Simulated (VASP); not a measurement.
Input of a VASP 6.6.1 run:

The input INCAR:

```
  PREC = Accurate
  ENCUT = 520
  EDIFF = 1E-6
  ISMEAR = 0
  SIGMA = 0.05
  LREAL = F
  LASPH = T
  NELM = 100
  ALGO = Normal
  ISIF = 2
  LWAVE = F
  LCHARG = F
  GGA = PE
  NBANDS = 35
```

KPOINTS

```
regular mesh
0
Gamma
  12 12 2
```

File POSCAR:

```
Te2Mo
1.0
    3.5570664331      0.0000000000      0.0000000000
   -1.7785332165      3.0805098940      0.0000000000
    0.0000000000      0.0000000000     15.2047186580
Te Mo
4 2
Direct
    0.3820265709      0.7640531417      0.6310943552
    0.6666666667      0.3333333333      0.1310943552
    0.3333333333      0.6666666667      0.8689056448
    0.6666666667      0.3333333333      0.3689056448
    0.3333333333      0.6666666667      0.2500000000
    0.6666666667      0.3333333333      0.7500000000
```

Potentials or basis: VASP PAW PBE potentials, release 64 (Te, Mo_sv).

Launch:

```sh
$ cat potpaw_PBE.64/Te/POTCAR potpaw_PBE.64/Mo_sv/POTCAR > POTCAR
$ mpirun -np 1 vasp_std > vasp.out
```

(1) Predict the band gap on the k mesh.

(2) Estimate the largest force.

## Answers

(1) 0.96 eV (least direct gap 1.00 eV).

(2) 2.425 eV/Å.

Caveat: the cell differs from its parent crystal (atom 1 (Te) moved by (+0.300, +0.000) A along y and z); spin-orbit coupling is left out, which moves the levels of the heavy elements; forces of over 1 eV/Å act on the atoms, so gaps and moduli don't describe the material at rest.
